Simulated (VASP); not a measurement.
Wanted: the native input for a VASP 6.6.1 run.

```yaml
Task: single point
Functional: PBE
Potentials_or_basis: VASP PAW PBE potentials, release 64 (Sc_sv, As, Se)
Cutoff: 500 eV
k_mesh: 3 × 3 × 3
Occupations: gaussian, width 0.15 eV
Spin: no spin polarisation
Dipole_correction: no
Further_INCAR_settings: ALGO = Normal; EDIFF = 1e-06; NBANDS = 29
```

The structure of ScAsSe4 lies in POSCAR:

```
ScAsSe4
1.0
    0.0000000000      4.0188356344      4.0188356344
    4.0188356344      0.0000000000      4.0188356344
    4.0188356344      4.0188356344      0.0000000000
Sc As Se
1 1 4
Direct
    0.0000000000      0.0000000000      0.0000000000
    0.7500000000      0.7500000000      0.7500000000
    0.8680122267      0.3773292578      0.3773292578
    0.3773292578      0.3773292578      0.3773292578
    0.3773292578      0.8680122267      0.3773292578
    0.3773292578      0.3773292578      0.8680122267
```

The cell was generated, and may not be a known phase.

One way to write it, as run:

INCAR

```
PREC     = Accurate       # precision mode
ENCUT    = 500            # plane-wave cutoff, eV
EDIFF    = 1E-6           # SCF threshold, eV
ISMEAR   = 0              # smearing method
SIGMA    = 0.15           # smearing width, eV
LREAL    = False          # projectors in reciprocal space
LASPH    = True           # aspherical terms in the spheres
NELM     = 120            # most SCF steps
ALGO     = Normal         # electronic algorithm
ISIF     = 2              # what is computed and relaxed
LWAVE    = False          # write WAVECAR
LCHARG   = False          # write CHGCAR
GGA      = PE             # functional
NBANDS   = 29             # bands
GGA_COMPAT= False
```

KPOINTS

```
regular mesh
0
Gamma
  3 3 3
```

Potentials or basis: VASP PAW PBE potentials, release 64 (Sc_sv, As, Se).

Run with:

```sh
$ cat potpaw_PBE.64/Sc_sv/POTCAR potpaw_PBE.64/As/POTCAR potpaw_PBE.64/Se/POTCAR > POTCAR
$ mpirun -np 1 vasp_std > vasp.out
```

Results of the run:

| Property | Result |
| --- | --- |
| Pressure | -0.2 GPa |
| Largest force | 0.009 eV/Å |
| Band gap on the k mesh | zero (bands 20 and 21 overlap by 1.43 eV) |

Caveat: the k points lie up to 0.45 Å⁻¹ apart, too coarse for converged energies and pressures of a metal.

Run time: 32 s on 1 thread of Intel Xeon 8259CL, on a shared host, peak memory 0.25 GiB.
